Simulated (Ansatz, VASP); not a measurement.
One calculation of Se, two programs

File INCAR:

```
PREC     = Accurate       # precision mode
ENCUT    = 520            # plane-wave cutoff, eV
EDIFF    = 1E-6           # SCF threshold, eV
ISMEAR   = -1             # smearing method
SIGMA    = 0.1            # smearing width, eV
LREAL    = False          # projectors in reciprocal space
LASPH    = True           # aspherical terms in the spheres
NELM     = 80             # most SCF steps
ALGO     = Normal         # electronic algorithm
ISIF     = 2              # what is computed and relaxed
LWAVE    = False          # write WAVECAR
LCHARG   = True           # write CHGCAR
GGA      = RE             # functional
LELF     = True           # ELF
LVHAR    = True         
NBANDS   = 9              # bands
```

Contents of KPOINTS:

```
Automatic mesh
0
Gamma
  14 14 14
```

The input POSCAR:

```
Se
1.0
   -1.7069186742      1.7069186742      1.7069186742
    1.7069186742     -1.7069186742      1.7069186742
    1.7069186742      1.7069186742     -1.7069186742
Se
1
Direct
    0.0000000000      0.0000000000      0.0000000000
```

Input for Ansatz:

```yaml
crystal:
  lattice:
    - [-1.7069186742, 1.7069186742, 1.7069186742]
    - [1.7069186742, -1.7069186742, 1.7069186742]
    - [1.7069186742, 1.7069186742, -1.7069186742]
  atoms:
    - { symbol: Se, position: [0.0, 0.0, 0.0] }
hamiltonian:
  xc: revpbe
  pseudopotentials:
    kind: paw
    azcp:
      Se: "pseudopotentials/Se.paw.azcp"
basis:
  ecutwfc: 420
  fft_grid_basis: typed
kpoints:
  mp_grid: { grid: [14, 14, 14], shift: [0, 0, 0] }
magnetization:
  spin_polarized: false
scf:
  occupations: { method: fermi_dirac, width: 0.1 }
  lower_state_search: "off"
output:
  stress: true
  write_density: true
  write_potential: true
  elf: true
  volumetric_format: npy
```

Alike in both runs: task single point; functional revPBE; k mesh 14 × 14 × 14; occupations fermi-dirac, width 0.1 eV; no spin polarisation.

|  | VASP | Ansatz |
| --- | --- | --- |
| version | VASP 6.6.1 | Ansatz 0.2.0 |
| potentials or method | VASP PAW PBE potentials, release 64 (Se), cutoff 520 eV | plane waves (420 eV) with PAW, scalar-relativistic |
| valence electrons in the cell | 6 | 16 |

|  | VASP | Ansatz | Ansatz less VASP |
| --- | --- | --- | --- |
| pressure (GPa) | 3.4 | 3.4 | +0.03 |

VASP's potentials were made for PBE, not for revPBE. VASP's potentials hold 6 valence electrons a cell and Ansatz's 16, so a difference there can come from the potentials and not from the codes.
